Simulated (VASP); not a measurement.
# AgI (P6_3mc) in VASP: a series of runs

Aim: see how the results for AgI move with the level of theory and the settings. Levels: r2SCAN, PBE+D4. Tasks: single point, relaxation of cell and atoms.

Everything below comes from runs of VASP 6.6.1. Logs are shortened: lines on timing, memory, paths and dates and some standing lists are left out, and cuts for length are marked.

**1. The cell of the first run**

It takes space group P6_3mc (No. 186, hexagonal). The conventional cell has a = 4.441 Å, b = 4.441 Å, c = 14.881 Å, α = 90.00°, β = 90.00°, γ = 120.00°. Within 3.8 Å of Ag (site symmetry 3m) lie 4 I at 2.86 to 2.89 Å and 3 Ag at 2.98 Å. Ag (site symmetry 3m) has 4 I at 2.86 to 2.89 Å and 3 Ag at 2.98 Å within 3.8 Å. I (site symmetry 3m) has 4 Ag at 2.86 to 2.89 Å within 3.8 Å. Within 3.8 Å of I (site symmetry 3m) lie 4 Ag at 2.86 to 2.89 Å.

**2. Single point, r2SCAN**

POSCAR reads:

```
AgI
1.0
    4.4410609423      0.0000000000      0.0000000000
   -2.2205304711      3.8460715958      0.0000000000
    0.0000000000      0.0000000000     14.8805643239
Ag I
4 4
Direct
    0.0000000000      0.0000000000      0.3237121402
    0.6666666667      0.3333333333      0.4263931477
    0.3333333333      0.6666666667      0.9263931477
    0.0000000000      0.0000000000      0.8237121402
    0.0000000000      0.0000000000      0.0160088608
    0.6666666667      0.3333333333      0.2338858515
    0.3333333333      0.6666666667      0.7338858515
    0.0000000000      0.0000000000      0.5160088608
```

INCAR.step1 reads:

```
PREC     = Accurate       # precision mode
ENCUT    = 550            # plane-wave cutoff, eV
ISMEAR   = 0              # smearing method
SIGMA    = 0.01           # smearing width, eV
LREAL    = False          # projectors in reciprocal space
LASPH    = True           # aspherical terms in the spheres
NELM     = 120            # most SCF steps
NBANDS   = 46             # bands
GGA      = PE             # functional
ALGO     = Normal         # electronic algorithm
EDIFF    = 1E-5           # SCF threshold, eV
LWAVE    = True           # write WAVECAR
LCHARG   = False          # write CHGCAR
GGA_COMPAT= False
```

INCAR.step2 reads:

```
PREC     = Accurate       # precision mode
ENCUT    = 550            # plane-wave cutoff, eV
EDIFF    = 1E-6           # SCF threshold, eV
ISMEAR   = 0              # smearing method
SIGMA    = 0.01           # smearing width, eV
LREAL    = False          # projectors in reciprocal space
LASPH    = True           # aspherical terms in the spheres
NELM     = 120            # most SCF steps
ALGO     = Normal         # electronic algorithm
ISIF     = 2              # what is computed and relaxed
LWAVE    = False          # write WAVECAR
LCHARG   = True           # write CHGCAR
METAGGA  = R2SCAN         # meta-GGA
LMIXTAU  = True         
LELF     = True           # ELF
LVHAR    = True         
NBANDS   = 46             # bands
ISTART   = 1            
GGA_COMPAT= False
```

KPOINTS reads:

```
regular mesh
0
Gamma
  6 6 2
```

Potentials or basis: VASP PAW PBE potentials, release 64 (Ag, I).

Command:

```bash
$ cat potpaw_PBE.64/Ag/POTCAR potpaw_PBE.64/I/POTCAR > POTCAR
$ cp INCAR.step1 INCAR
$ mpirun -np 1 vasp_std > vasp.out
$ cp INCAR.step2 INCAR
$ mpirun -np 1 vasp_std > vasp.out
```

OUTCAR:

```text
PREC = Accurate
   ENCUT = 550
   EDIFF = 1E-6
   ISMEAR = 0
   LREAL = False
   LASPH = True
   NELM = 120
   ISIF = 2
   METAGGA = R2SCAN
   ISTART = 1

 ion  position               nearest neighbor table
   1  0.000  0.000  0.324-   8 2.86   6 2.89   6 2.89   6 2.89   2 2.98   2 2.98   2 2.98
   2  0.667  0.333  0.426-   6 2.86   8 2.89   8 2.89   8 2.89   1 2.98   1 2.98   1 2.98
   3  0.333  0.667  0.926-   7 2.86   5 2.89   5 2.89   5 2.89   4 2.98   4 2.98   4 2.98
   4  0.000  0.000  0.824-   5 2.86   7 2.89   7 2.89   7 2.89   3 2.98   3 2.98   3 2.98
   5  0.000  0.000  0.016-   4 2.86   3 2.89   3 2.89   3 2.89
   6  0.667  0.333  0.234-   2 2.86   1 2.89   1 2.89   1 2.89
   7  0.333  0.667  0.734-   3 2.86   4 2.89   4 2.89   4 2.89
   8  0.000  0.000  0.516-   1 2.86   2 2.89   2 2.89   2 2.89

  LATTYP: Found a hexagonal cell.
 ALAT       =     4.4410609423
 C/A-ratio  =     3.3506778036

  Lattice vectors:

 A1 = (   4.4410609423,   0.0000000000,   0.0000000000)
 A2 = (  -2.2205304711,   3.8460715958,   0.0000000000)
 A3 = (   0.0000000000,   0.0000000000,  14.8805643239)

Analysis of symmetry for initial positions (statically):
=====================================================================
 Subroutine PRICEL returns:
 Original cell was already a primitive cell.

 Routine SETGRP: Setting up the symmetry group for a
 hexagonal supercell.

 Subroutine GETGRP returns: Found 12 space group operations
 (whereof  6 operations were pure point group operations)
 out of a pool of 24 trial point group operations.

The static configuration has the point symmetry C_3v.
 The point group associated with its full space group is C_6v.

Analysis of symmetry for dynamics (positions and initial velocities):
=====================================================================
 Subroutine PRICEL returns:
 Original cell was already a primitive cell.

 Routine SETGRP: Setting up the symmetry group for a
 hexagonal supercell.

 Subroutine GETGRP returns: Found 12 space group operations
 (whereof  6 operations were pure point group operations)
 out of a pool of 24 trial point group operations.

The dynamic configuration has the point symmetry C_3v.
 The point group associated with its full space group is C_6v.

 Subroutine INISYM returns: Found 12 space group operations
 (whereof  6 operations are pure point group operations),
 and found     1 'primitive' translations

[... 100 lines left out ...]
   NFREE  =      0    steps in history (QN), initial steepest desc. (CG)
   ISIF   =      2    stress and relaxation
   ISYM   =      2    0-nonsym 1-usesym 2-fastsym
   POTIM  = 0.5000    time-step for ionic-motion
   TEBEG  =    0.0;   TEEND  =   0.0 temperature during run
   PSTRESS=    0.0 pullay stress
   NELECT =      72.0000    total number of electrons
   NUPDOWN=      -1.0000    fix difference up-down
   EMIN   =  10.00;   EMAX   =-10.00  energy-range for DOS
   EFERMI =   0.00;   METHOD = LEGACY
   ISMEAR =     0;   SIGMA  =   0.01  broadening in eV -4-tet -1-fermi 0-gaus
   EFERMI_NEDOS =   21; number of points for ismear=-14 and -15
   IALGO  =     38    algorithm
   IMIX   =      4    mixing-type and parameters
     AMIX     =   0.40;   BMIX     =  1.00
     AMIX_MAG =   1.60;   BMIX_MAG =  1.00
  volume/ion in A,a.u.               =      31.77       214.40
  Fermi-wavevector in a.u.,A,eV,Ry     =   1.075172  2.031780 15.728256  1.155994
  Thomas-Fermi vector in A             =   2.211021
   LORBIT       =      0    0 simple, 1 ext, 2 COOP (PROOUT), +10 PAW based schemes
   METAGGA = R2SCAN    functional components
   LHFCALC =     F    Hartree Fock is set to
   AEXX    =    0.0000 exact exchange contribution
   IVDW    =     0    specifies the selected vdW correction
   LEPSILON=     F    determine dielectric tensor
   LRPA    =     F    only Hartree local field effects (RPA)
 non-spin polarized calculation
 Gauss-broadening in eV      SIGMA  =   0.01
  energy-cutoff  :      550.00
  volume of cell :      254.17
 maximum number of plane-waves:      7544
 NGX is ok and might be reduce to    36
   NGX = 17   NGY = 17   NGZ = 57

 number of electron      72.0000001 magnetization

 Free energy of the ion-electron system (eV)
  ---------------------------------------------------
  ext. energy  EPLUGINS =         0.00000000
  ---------------------------------------------------
  free energy    TOTEN  =      -186.07736491 eV

  energy without entropy =     -186.07736491  energy(sigma->0) =     -186.07736491

 E-fermi :   3.3141     XC(G=0):  -9.3371

 val. band max:        3.2498668670   @ k =   0.0000   0.0000   0.0000
 cond. band min:       5.1614185253   @ k =   0.0000   0.0000   0.0000
 fundamental gap:      1.9115516584
 Fermi energy:         3.3141313759

 k-point     1 :       0.0000    0.0000    0.0000
  band No.  band energies     occupation
      1      -9.6880      2.00000
      2      -9.5226      2.00000
      3      -9.4450      2.00000
      4      -9.2613      2.00000
      5      -1.4623      2.00000
      6      -1.2114      2.00000
[... 675 lines left out ...]
     45      10.8795      0.00000
     46      10.8795      0.00000

------------------------ aborting loop because EDIFF is reached ----------------------------------------

  FORCE on cell =-STRESS in cart. coord.  units (eV):
  Direction    XX          YY          ZZ          XY          YZ          ZX
  --------------------------------------------------------------------------------------
  -------------------------------------------------------------------------------------
  Total        1.5693864      1.5693864      1.4052082      0.0000000      0.0000000      0.0000000
  in kB        9.8927484      9.8927484      8.8578385      0.0000000      0.0000000      0.0000000
  external PRESSURE =       9.5477785 kB  Pullay stress =       0.0000000 kB

 VOLUME and BASIS-vectors are now :
 -----------------------------------------------------------------------------
  energy-cutoff  :      550.00
  volume of cell :      254.17
      direct lattice vectors                 reciprocal lattice vectors
     4.441060942  0.000000000  0.000000000     0.225171420  0.130002780  0.000000000
    -2.220530471  3.846071596  0.000000000     0.000000000  0.260005560  0.000000000
     0.000000000  0.000000000 14.880564324     0.000000000  0.000000000  0.067201752

 POSITION                                       TOTAL-FORCE (eV/Angst)
 -----------------------------------------------------------------------------------
      0.00000      0.00000      4.81702         0.000000     -0.000000     -0.015704
      2.22053      1.28202      6.34497        -0.000000      0.000000      0.014707
     -0.00000      2.56405     13.78525         0.000000     -0.000000      0.014707
      0.00000      0.00000     12.25730        -0.000000      0.000000     -0.015704
      0.00000      0.00000      0.23822         0.000000      0.000000     -0.003530
      2.22053      1.28202      3.48035         0.000000      0.000000      0.004526
     -0.00000      2.56405     10.92064        -0.000000      0.000000      0.004526
      0.00000      0.00000      7.67850        -0.000000     -0.000000     -0.003530
 -----------------------------------------------------------------------------------
    total drift:                               -0.000000     -0.000000      0.001236

  FREE ENERGIE OF THE ION-ELECTRON SYSTEM (eV)
  ---------------------------------------------------
  free  energy   TOTEN  =      -186.0773649133 eV

  energy  without entropy=     -186.0773649133  energy(sigma->0) =     -186.07736491
```

OUTCAR.step1:

```text
PREC = Accurate
   ENCUT = 550
   ISMEAR = 0
   LREAL = False
   LASPH = True
[... 920 lines left out ...]
      0.00000      0.00000      0.23822        -0.000000     -0.000000      0.041779
      2.22053      1.28202      3.48035         0.000000     -0.000000     -0.043800
     -0.00000      2.56405     10.92064        -0.000000      0.000000     -0.043800
      0.00000      0.00000      7.67850         0.000000      0.000000      0.041779
 -----------------------------------------------------------------------------------
    total drift:                               -0.000000     -0.000000      0.001003

  FREE ENERGIE OF THE ION-ELECTRON SYSTEM (eV)
  ---------------------------------------------------
  free  energy   TOTEN  =       -18.8983373273 eV

  energy  without entropy=      -18.8983373273  energy(sigma->0) =      -18.89833733
```

Run time: 27 min. Hardware: 1 thread of Oxide Virtual Turin-like, shared host; peak memory 0.46 GiB.

What came out:

```
Free energy            : -186.0774 eV
Pressure               : 1.0 GPa
Largest force          : 0.016 eV/Å
Band gap on the k mesh : 1.91 eV
```

Forces in eV/Å, atoms in the order of the input:
```
Ag   0.000  0.000 -0.016
Ag   0.000  0.000  0.015
Ag   0.000  0.000  0.015
Ag   0.000  0.000 -0.016
I    0.000  0.000 -0.004
I    0.000  0.000  0.005
I    0.000  0.000  0.005
I    0.000  0.000 -0.004
```

Levels at points of the mesh, in eV from the valence-band top:
| k point | band 34 | band 35 | band 36 | band 37 | band 38 | band 39 |
| --- | --- | --- | --- | --- | --- | --- |
| (0.00, 0.00, 0.00) | -0.16 | 0.00 | 0.00 | 1.91 | 3.27 | 3.84 |
| (0.50, 0.00, 0.00) | -0.96 | -0.52 | -0.17 | 3.09 | 3.37 | 4.37 |
| (0.00, 0.00, 0.50) | -0.08 | -0.08 | -0.08 | 2.56 | 2.56 | 3.95 |
| (0.50, 0.00, 0.50) | -1.14 | -0.33 | -0.33 | 3.49 | 3.49 | 4.04 |

Caveat: the PAW data sets were made with another functional, which shifts forces and pressure a little; spin-orbit coupling is left out, which moves the levels of the heavy elements.

**3. Relaxation of cell and atoms, PBE+D4**

This run uses another cell than the first one, of 31.13 Å³/atom.

INCAR reads:

```
SYSTEM = AgI
  PREC = Accurate
  ENCUT = 500
  EDIFF = 1E-7
  ISMEAR = -1
  SIGMA = 0.02
  LREAL = .False.
  LASPH = .True.
  NELM = 120
  ALGO = Normal
  ISIF = 3
  LWAVE = .False.
  LCHARG = .False.
  GGA = PE
  IVDW = 13
  IBRION = 2
  NSW = 80
  EDIFFG = -0.005
  GGA_COMPAT = .False.
  NELMIN = 4
```

KPOINTS reads:

```
regular mesh
0
Gamma
  6 6 2
  0 0 0
```

POSCAR reads:

```
AgI
1.0
    4.4358498408      0.0000000000      0.0000000000
   -2.2179249204      3.8415586495      0.0000000000
    0.0000000000      0.0000000000     14.6143276340
Ag I
4 4
Direct
    0.0000000000      0.0000000000      0.3216044691
    0.6666666667      0.3333333333      0.4286468054
    0.3333333333      0.6666666667      0.9286468054
    0.0000000000      0.0000000000      0.8216044691
    0.0000000000      0.0000000000      0.0183407158
    0.6666666667      0.3333333333      0.2314080098
    0.3333333333      0.6666666667      0.7314080098
    0.0000000000      0.0000000000      0.5183407158
```

Potentials or basis: VASP PAW PBE potentials, release 64 (Ag, I).

Command:

```bash
$ cat potpaw_PBE.64/Ag/POTCAR potpaw_PBE.64/I/POTCAR > POTCAR
$ mpirun -np 1 vasp_std > vasp.out
```

Run time: 13 min. Hardware: 1 thread of Oxide Virtual Turin-like, shared host; peak memory 0.36 GiB.

The run converged. Its results:

| Property | Result |
| --- | --- |
| Free energy | -21.9566 eV |
| Relaxed volume | 31.04 Å³/atom |
| Relaxed cell | a = 4.432 Å, b = 4.432 Å, c = 14.601 Å, α = 90.00°, β = 90.00°, γ = 120.00° |
| Space group after relaxing (to 0.1 Å) | P6_3mc (No. 186) |
| Energy gained by relaxing | 0.0 meV/atom |
| Ionic steps | 6 |
| Pressure after relaxing | 0.0 GPa |
| Band gap on the k mesh | 1.45 eV |
| Dispersion energy per atom | -0.389 eV |

Forces in eV/Å, atoms in the order of the input:
```
Ag   0.000  0.000 -0.002
Ag   0.000  0.000  0.002
Ag   0.000  0.000  0.002
Ag   0.000  0.000 -0.002
I    0.000  0.000 -0.001
I    0.000  0.000  0.001
I    0.000  0.000  0.001
I    0.000  0.000 -0.001
```

The path:
```
step  energy change (eV)  largest force (eV/Å)  pressure (GPa)  volume (Å³)
   1              0.0000                0.0231           -0.12       249.04
   2             -0.0003                0.0083            0.03       248.23
   3             -0.0003                0.0075            0.00       248.40
   4             -0.0003                0.0075            0.00       248.39
   5             -0.0003                0.0061            0.00       248.38
   6             -0.0003                0.0021            0.01       248.34
```

Final structure:
```xyz
8
Lattice="4.4317 0.0000 0.0000 -2.2159 3.8380 0.0000 0.0000 0.0000 14.6009" Properties=species:S:1:pos:R:3 pbc="T T T"
Ag    0.0000    0.0000    4.6942
Ag    2.2159    1.2793    6.2602
Ag    0.0000    2.5586   13.5606
Ag    0.0000    0.0000   11.9946
I     2.2159    3.8380    0.2668
I     2.2159    1.2793    3.3796
I     0.0000    2.5586   10.6800
I     0.0000    0.0000    7.5673
```

Levels at points of the mesh, in eV from the valence-band top:
| k point | band 34 | band 35 | band 36 | band 37 | band 38 | band 39 |
| --- | --- | --- | --- | --- | --- | --- |
| (0.00, 0.00, 0.00) | -0.20 | 0.00 | 0.00 | 1.45 | 2.97 | 3.26 |
| (0.50, 0.00, 0.00) | -0.98 | -0.59 | -0.17 | 2.61 | 2.96 | 4.01 |
| (0.00, 0.00, 0.50) | -0.09 | -0.09 | -0.09 | 2.16 | 2.16 | 3.44 |
| (0.50, 0.00, 0.50) | -1.18 | -0.35 | -0.35 | 3.05 | 3.05 | 3.67 |

Caveat: spin-orbit coupling is left out, which moves the levels of the heavy elements.
